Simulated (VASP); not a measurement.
Write the native input for VASP 6.6.1 that does the following.

| Property | Result |
| --- | --- |
| Task | single point |
| Functional | LDA |
| Potentials or basis | VASP PAW LDA potentials, release 64 (Si, O) |
| Cutoff | 520 eV |
| k mesh | 6 × 6 × 6 |
| Occupations | gaussian, width 0.02 eV |
| Spin | no spin polarisation |
| Dipole correction | no |
| Further INCAR settings | LREAL = Auto; ALGO = Normal; EDIFF = 1e-07; NBANDS = 82 |

The structure of SiO2 lies in POSCAR:

```
SiO2
1.0
   -6.5170259300      6.5170259300      2.6240355350
    6.5170259300     -6.5170259300      2.6240355350
    6.5170259300      6.5170259300     -2.6240355350
Si O
8 16
Direct
    0.2102109600      0.3813018500      0.5915128100
    0.3813018500      0.7897890400      0.1710908900
    0.6186981500      0.2102109600      0.8289091100
    0.7897890400      0.3813018500      0.1710908900
    0.2102109600      0.6186981500      0.8289091100
    0.7897890400      0.6186981500      0.4084871900
    0.3813018500      0.2102109600      0.5915128100
    0.6186981500      0.7897890400      0.4084871900
    0.8928533400      0.1071466600      0.5000000000
    0.1071466600      0.6071466600      0.2142933200
    0.3928533400      0.8928533400      0.7857066800
    0.6071466600      0.3928533400      0.5000000000
    0.1071466600      0.8928533400      0.5000000000
    0.8928533400      0.3928533400      0.7857066800
    0.6071466600      0.1071466600      0.2142933200
    0.3928533400      0.6071466600      0.5000000000
    0.2430364900      0.5000000000      0.7430364900
    0.5000000000      0.7569635100      0.2569635100
    0.5000000000      0.2430364900      0.7430364900
    0.7569635100      0.5000000000      0.2569635100
    0.3132644400      0.3132644400      0.6265288800
    0.3132644400      0.6867355600      0.0000000000
    0.6867355600      0.3132644400      0.0000000000
    0.6867355600      0.6867355600      0.3734711200
```

The input as run:

INCAR

```
ALGO = Normal
EDIFF = 1E-7
ENCUT = 520
ISIF = 2
ISMEAR = 0
LASPH = T
LCHARG = F
LREAL = Auto
LWAVE = F
NBANDS = 82
NELM = 60
PREC = Accurate
SIGMA = 0.02
```

KPOINTS

```
k-points
0
Gamma
  6 6 6
```

Potentials or basis: VASP PAW LDA potentials, release 64 (Si, O).

Run with:

```console
$ cat potpaw_LDA.64/Si/POTCAR potpaw_LDA.64/O/POTCAR > POTCAR
$ mpirun -np 1 vasp_std > vasp.out
```

It gave:

```json
{"Pressure": "-0.8 GPa", "Largest force": "0.056 eV/Å", "Band gap on the k mesh": "5.47 eV"}
```

It took 110 min on 1 thread of Oxide Virtual Turin-like Processor, on a shared host, peak memory 0.89 GiB.
